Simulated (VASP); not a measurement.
BaTiO3:

```xyz
10
Lattice="3.9998 0.0000 0.0000 0.0000 3.9998 0.0000 0.0000 0.0000 8.0360" Properties=species:S:1:pos:R:3 pbc="T T T"
Ba    3.9971    0.0060    0.0165
Ba    0.0027    3.9938    4.0015
Ti    1.9573    1.9913    1.9280
Ti    2.0425    2.0085    5.9633
O     2.0111    2.0083    0.0866
O     1.9887    1.9915    4.0600
O     2.0226    0.0067    2.0741
O     1.9772    3.9931    6.0825
O     0.0311    1.9987    2.1106
O     3.9687    2.0011    6.0460
```

Program: VASP 6.6.1. Alike in all runs: task single point; no spin polarisation; cell as given; smearing fermi-dirac 0.05 eV.

Question: Order these runs on this cell by their band gap on the k mesh, lowest first.
A. level PBE; potentials or basis VASP PAW PBE potentials, release 64 (Ba_sv, Ti_sv, O_h); k mesh 3 × 3 × 2; cutoff (eV) 1340
B. level LDA+U; potentials or basis VASP PAW LDA potentials, release 64 (Ba_sv, Ti_sv, O); U Ti d U = 5.0 eV; k mesh 7 × 7 × 4; cutoff (eV) 600
C. level PBEsol; potentials or basis VASP PAW PBE potentials, release 64 (Ba_sv, Ti_sv, O); k mesh 7 × 7 × 4; cutoff (eV) 520

Answer: C (1.95 eV), A (2.15 eV), B (2.48 eV).

Caveats: some runs use coarse meshes; spin-orbit coupling is left out, which moves the levels of the heavy elements; forces of over 1 eV/Å act on the atoms, so gaps and moduli don't describe the material at rest (at least some runs).

A k mesh can miss the band edges.
